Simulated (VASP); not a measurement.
# Cr (P6_3/mmc) in VASP: notebook

The runs below take Cr through single point, with PBEsol.

Program: VASP 6.6.1. These are calculated values, not measurements. Logs are shortened: lines on timing, memory, paths and dates and some standing lists are left out, and cuts for length are marked.

**1. The cell of the first run**

The structure is hexagonal, space group P6_3/mmc (No. 194). Conventional cell: a = 2.100 Å, b = 2.100 Å, c = 3.311 Å, α = 90.00°, β = 90.00°, γ = 120.00°. Cr (site symmetry -6m2) has 12 Cr at 2.05 to 2.10 Å within 2.7 Å.

This isn't the form of Cr at room conditions, which is bcc.

**2. Single point, PBEsol, collinear spin, ferromagnetic start (6.32 Å³/atom)**

INCAR

```
PREC     = Accurate       # precision mode
ENCUT    = 520            # plane-wave cutoff, eV
EDIFF    = 1E-6           # SCF threshold, eV
ISMEAR   = -1             # smearing method
SIGMA    = 0.1            # smearing width, eV
LREAL    = False          # projectors in reciprocal space
LASPH    = True           # aspherical terms in the spheres
NELM     = 150            # most SCF steps
ALGO     = Normal         # electronic algorithm
ISIF     = 2              # what is computed and relaxed
LWAVE    = False          # write WAVECAR
LCHARG   = False          # write CHGCAR
ISPIN    = 2              # spin polarisation
MAGMOM   = 2 2            # initial moments
LORBIT   = 11             # projections on sites
LMAXMIX  = 4              # l up to which the mixer works
GGA      = PS             # functional
NBANDS   = 23             # bands
```

KPOINTS

```
regular mesh
0
Gamma
  19 19 10
```

POSCAR

```
Cr
1.0
    2.0999542241      0.0000000000      0.0000000000
   -1.0499771120      1.8186137048      0.0000000000
    0.0000000000      0.0000000000      3.3110357297
Cr
2
Direct
    0.3333333333      0.6666666667      0.2500000000
    0.6666666667      0.3333333333      0.7500000000
```

Potentials or basis: VASP PAW PBE potentials, release 64 (Cr_pv).

Run with:

```bash
$ cat potpaw_PBE.64/Cr_pv/POTCAR > POTCAR
$ mpirun -np 1 vasp_std > vasp.out
```

OUTCAR:

```text
PREC = Accurate
   ENCUT = 520
   EDIFF = 1E-6
   ISMEAR = -1
   LREAL = False
   LASPH = True
   NELM = 150
   ISIF = 2
   ISPIN = 2
   LORBIT = 11
   GGA = PS

 ion  position               nearest neighbor table
   1  0.333  0.667  0.250-   2 2.05   2 2.05   2 2.05   2 2.05   2 2.05   2 2.05   2 2.94   2 2.94
                             2 2.94   2 2.94   2 2.94   2 2.94
   2  0.667  0.333  0.750-   1 2.05   1 2.05   1 2.05   1 2.05   1 2.05   1 2.05   1 2.94   1 2.94
                             1 2.94   1 2.94   1 2.94   1 2.94

  LATTYP: Found a hexagonal cell.
 ALAT       =     2.0999542241
 C/A-ratio  =     1.5767180502

  Lattice vectors:

 A1 = (   2.0999542241,   0.0000000000,   0.0000000000)
 A2 = (  -1.0499771120,   1.8186137048,   0.0000000000)
 A3 = (   0.0000000000,   0.0000000000,   3.3110357297)

Analysis of symmetry for initial positions (statically):
=====================================================================
 Subroutine PRICEL returns:
 Original cell was already a primitive cell.

 Routine SETGRP: Setting up the symmetry group for a
 hexagonal supercell.

 Subroutine GETGRP returns: Found 24 space group operations
 (whereof 12 operations were pure point group operations)
 out of a pool of 24 trial point group operations.

The static configuration has the point symmetry D_3d.
 The point group associated with its full space group is D_6h.

Analysis of symmetry for dynamics (positions and initial velocities):
=====================================================================
 Subroutine PRICEL returns:
 Original cell was already a primitive cell.

 Routine SETGRP: Setting up the symmetry group for a
 hexagonal supercell.

 Subroutine GETGRP returns: Found 24 space group operations
 (whereof 12 operations were pure point group operations)
 out of a pool of 24 trial point group operations.

The dynamic configuration has the point symmetry D_3d.
 The point group associated with its full space group is D_6h.

Analysis of structural, dynamic, and magnetic symmetry:
=====================================================================
 Subroutine PRICEL returns:
 Original cell was already a primitive cell.

 Routine SETGRP: Setting up the symmetry group for a
 hexagonal supercell.

 Subroutine GETGRP returns: Found 24 space group operations
 (whereof 12 operations were pure point group operations)
 out of a pool of 24 trial point group operations.

The overall configuration has the point symmetry D_3d.
 The point group associated with its full space group is D_6h.

 Subroutine INISYM returns: Found 24 space group operations
 (whereof 12 operations are pure point group operations),
 and found     1 'primitive' translations

----------------------------------------------------------------------------------------

                                     Primitive cell

  volume of cell :      12.6449

  direct lattice vectors                    reciprocal lattice vectors
     2.099954224  0.000000000  0.000000000     0.476200856  0.274934693  0.000000000
    -1.049977112  1.818613705  0.000000000     0.000000000  0.549869385  0.000000000
     0.000000000  0.000000000  3.311035730     0.000000000  0.000000000  0.302020299

  length of vectors
     2.099954224  2.099954224  3.311035730     0.549869385  0.549869385  0.302020299

  position of ions in fractional coordinates (direct lattice)
     0.333333333  0.666666667  0.250000000
     0.666666667  0.333333333  0.750000000

  ion indices of the primitive-cell ions
   primitive index   ion index
                 1           1
                 2           2

----------------------------------------------------------------------------------------

 KPOINTS: regular mesh

Automatic generation of k-mesh.
 Grid dimensions read from file:
 generate k-points for:   19   19   10

 Generating k-lattice:

  Cartesian coordinates                     Fractional coordinates (reciprocal lattice)
     0.025063203  0.014470247  0.000000000     0.052631579  0.000000000  0.000000000
     0.000000000  0.028940494  0.000000000     0.000000000  0.052631579  0.000000000
     0.000000000  0.000000000  0.030202030     0.000000000  0.000000000  0.100000000

  Length of vectors
     0.028940494  0.028940494  0.030202030

  Shift w.r.t. Gamma in fractional coordinates (k-lattice)
     0.000000000  0.000000000  0.000000000

 Subroutine IBZKPT returns following result:
 ===========================================

 Found    240 irreducible k-points:

 Following reciprocal coordinates:
            Coordinates               Weight
  0.000000  0.000000  0.000000      1.000000
  0.052632  0.000000  0.000000      6.000000
  0.105263  0.000000  0.000000      6.000000
  0.157895  0.000000  0.000000      6.000000
  0.210526  0.000000  0.000000      6.000000
  0.263158  0.000000  0.000000      6.000000
[... 16 lines left out ...]
  0.263158  0.105263  0.000000     12.000000
  0.315789  0.105263  0.000000     12.000000
 [... further k-points ...]
   k-points           NKPTS =    240   k-points in BZ     NKDIM =    240   number of bands    NBANDS=     23
   number of dos      NEDOS =    301   number of ions     NIONS =      2
   total plane-waves  NPLWV =   7168
   dimension x,y,z NGX =    16 NGY =   16 NGZ =   28
   dimension x,y,z NGXF=    32 NGYF=   32 NGZF=   56
   ions per type =               2
   NGX,Y,Z   is equivalent  to a cutoff of  12.67, 12.67, 14.06 a.u.
   NGXF,Y,Z  is equivalent  to a cutoff of  25.33, 25.33, 28.12 a.u.
 SYSTEM =  unknown system
   PREC   = accura    normal or accurate (medium, high low for compatibility)
   ISTART =      0    job   : 0-new  1-cont  2-samecut
   ICHARG =      2    charge: 1-file 2-atom 10-const
   ISPIN  =      2    spin polarized calculation?
   LNONCOLLINEAR =      F non collinear calculations
   LSORBIT =      F    spin-orbit coupling
   LASPH  =      T    aspherical Exc in radial PAW
   ENCUT  =  520.0 eV  38.22 Ry    6.18 a.u.   3.90  3.90  6.16*2*pi/ulx,y,z
   NELM   =    150;   NELMIN=  2; NELMDL= -5     # of ELM steps
   EDIFF  = 0.1E-05   stopping-criterion for ELM
   LREAL  =      F    real-space projection
   EDIFFG = 0.1E-04   stopping-criterion for IOM
   NSW    =      0    number of steps for IOM
   IBRION =     -1    ionic relax: 0-MD 1-quasi-New 2-CG
   NFREE  =      0    steps in history (QN), initial steepest desc. (CG)
   ISIF   =      2    stress and relaxation
   ISYM   =      2    0-nonsym 1-usesym 2-fastsym
   POTIM  = 0.5000    time-step for ionic-motion
   TEBEG  =    0.0;   TEEND  =   0.0 temperature during run
   PSTRESS=    0.0 pullay stress
   NELECT =      24.0000    total number of electrons
   NUPDOWN=      -1.0000    fix difference up-down
   EMIN   =  10.00;   EMAX   =-10.00  energy-range for DOS
   EFERMI =   0.00;   METHOD = LEGACY
   ISMEAR =    -1;   SIGMA  =   0.10  broadening in eV -4-tet -1-fermi 0-gaus
   EFERMI_NEDOS =   21; number of points for ismear=-14 and -15
   IALGO  =     38    algorithm
   IMIX   =      4    mixing-type and parameters
     AMIX     =   0.40;   BMIX     =  1.00
     AMIX_MAG =   1.60;   BMIX_MAG =  1.00
  volume/ion in A,a.u.               =       6.32        42.67
  Fermi-wavevector in a.u.,A,eV,Ry     =   2.026938  3.830358 55.899248  4.108479
  Thomas-Fermi vector in A             =   3.035807
   LORBIT       =     11    0 simple, 1 ext, 2 COOP (PROOUT), +10 PAW based schemes
   GGA     = PS    functional components
   LHFCALC =     F    Hartree Fock is set to
   AEXX    =    0.0000 exact exchange contribution
   IVDW    =     0    specifies the selected vdW correction
   LEPSILON=     F    determine dielectric tensor
   LRPA    =     F    only Hartree local field effects (RPA)
 spin polarized calculation
  energy-cutoff  :      520.00
  volume of cell :       12.64
 maximum number of plane-waves:       350
 NGX is ok and might be reduce to    16
   NGX =  7   NGY =  7   NGZ = 13

 number of electron      24.0000003 magnetization      -0.0000173

 number of electron      24.0000003 magnetization       0.0000022

 Free energy of the ion-electron system (eV)
  ---------------------------------------------------
  ext. energy  EPLUGINS =         0.00000000
  ---------------------------------------------------
  free energy    TOTEN  =        -9.95379714 eV

  energy without entropy =       -9.89681298  energy(sigma->0) =       -9.92530506

 E-fermi :  21.7326     XC(G=0): -17.7171

 val. band max:       21.7271730004   @ k =   0.0526   0.0526   0.0000
 cond. band min:      21.7329079007   @ k =   0.3684   0.1579   0.1000
 fundamental gap:      0.0057349002
 Fermi energy:        21.7326134019

 spin component 1

 k-point     1 :       0.0000    0.0000    0.0000
  band No.  band energies     occupation
      1     -24.3019      1.00000
      2     -19.6919      1.00000
      3     -19.6919      1.00000
      4     -18.9759      1.00000
      5     -18.9759      1.00000
      6     -18.7229      1.00000
[... 15 lines left out ...]
     22      44.0682      0.00000
     23      49.1523      0.00000

 k-point     2 :       0.0526    0.0000    0.0000
  band No.  band energies     occupation
      1     -24.2565      1.00000
      2     -19.8055      1.00000
      3     -19.7287      1.00000
      4     -19.0892      1.00000
      5     -18.9854      1.00000
      6     -18.7424      1.00000
[... 15 lines left out ...]
     22      44.3680      0.00000
     23      49.3361      0.00000
[... 544 lines left out ...]
     22      44.1524      0.00000
     23      46.1394      0.00000

 k-point    24 :       0.3158    0.1053    0.0000
  band No.  band energies     occupation
      1     -22.9517      1.00000
      2     -22.3967      1.00000
      3     -22.0755      1.00000
      4     -20.8185      1.00000
      5     -19.7697      1.00000
      6     -19.6460      1.00000
[... 15 lines left out ...]
     22      43.4313      0.00000
     23      45.1779      0.00000

 [... further k-points ...]

 spin component 2

 k-point     1 :       0.0000    0.0000    0.0000
  band No.  band energies     occupation
      1     -24.3019      1.00000
      2     -19.6919      1.00000
      3     -19.6919      1.00000
      4     -18.9759      1.00000
      5     -18.9759      1.00000
      6     -18.7229      1.00000
[... 15 lines left out ...]
     22      44.0682      0.00000
     23      49.1524      0.00000

 k-point     2 :       0.0526    0.0000    0.0000
  band No.  band energies     occupation
      1     -24.2565      1.00000
      2     -19.8055      1.00000
      3     -19.7287      1.00000
      4     -19.0892      1.00000
      5     -18.9854      1.00000
      6     -18.7424      1.00000
[... 15 lines left out ...]
     22      44.3680      0.00000
     23      49.3362      0.00000
[... 544 lines left out ...]
     22      44.1524      0.00000
     23      46.1394      0.00000

 k-point    24 :       0.3158    0.1053    0.0000
  band No.  band energies     occupation
      1     -22.9517      1.00000
      2     -22.3966      1.00000
      3     -22.0755      1.00000
      4     -20.8185      1.00000
      5     -19.7697      1.00000
      6     -19.6460      1.00000
[... 15 lines left out ...]
     22      43.4313      0.00000
     23      45.1779      0.00000

 [... further k-points ...]

------------------------ aborting loop because EDIFF is reached ----------------------------------------

  FORCE on cell =-STRESS in cart. coord.  units (eV):
  Direction    XX          YY          ZZ          XY          YZ          ZX
  --------------------------------------------------------------------------------------
  -------------------------------------------------------------------------------------
  Total       38.6108610     38.6108610     38.8659765      0.0000000      0.0000000      0.0000000
  in kB     4892.2192646   4892.2192643   4924.5438823      0.0000001      0.0000000      0.0000000
  external PRESSURE =    4902.9941371 kB  Pullay stress =       0.0000000 kB

 VOLUME and BASIS-vectors are now :
 -----------------------------------------------------------------------------
  energy-cutoff  :      520.00
  volume of cell :       12.64
      direct lattice vectors                 reciprocal lattice vectors
     2.099954224  0.000000000  0.000000000     0.476200856  0.274934693  0.000000000
    -1.049977112  1.818613705  0.000000000     0.000000000  0.549869385  0.000000000
     0.000000000  0.000000000  3.311035730     0.000000000  0.000000000  0.302020299

 POSITION                                       TOTAL-FORCE (eV/Angst)
 -----------------------------------------------------------------------------------
     -0.00000      1.21241      0.82776        -0.000000      0.000000      0.000000
      1.04998      0.60620      2.48328         0.000000     -0.000000      0.000000
 -----------------------------------------------------------------------------------
    total drift:                               -0.000000      0.000000     -0.000000

  FREE ENERGIE OF THE ION-ELECTRON SYSTEM (eV)
  ---------------------------------------------------
  free  energy   TOTEN  =        -9.9537971441 eV

  energy  without entropy=       -9.8968129820  energy(sigma->0) =       -9.92530506

 total charge

# of ion       s       p       d       tot
------------------------------------------
    1        0.676   6.788   5.706  13.170
    2        0.676   6.788   5.706  13.170
--------------------------------------------------
tot          1.352  13.577  11.412  26.341

 magnetization (x)

# of ion       s       p       d       tot
------------------------------------------
    1        0.000   0.000   0.000   0.000
    2        0.000   0.000   0.000   0.000
--------------------------------------------------
tot          0.000   0.000   0.000   0.000
```

Wall time 1.7 min (1 thread of AMD EPYC 9R14 (Zen 4), shared host); peak memory 0.17 GiB.

Results:

* Free energy: -9.9538 eV
* Pressure: 490.3 GPa
* Band gap on the k mesh: zero (filled and empty bands overlap)
* Net moment: 0.00 μB per cell

Stress tensor (GPa, compression positive):
```
489.22   0.00   0.00
  0.00 489.22   0.00
  0.00   0.00 492.45
```

Caveat: the cell stands under pressure; the moments typed at the start vanished in this run; the PAW data sets were made with another functional, which shifts forces and pressure a little.

[end of part 1 of 2]
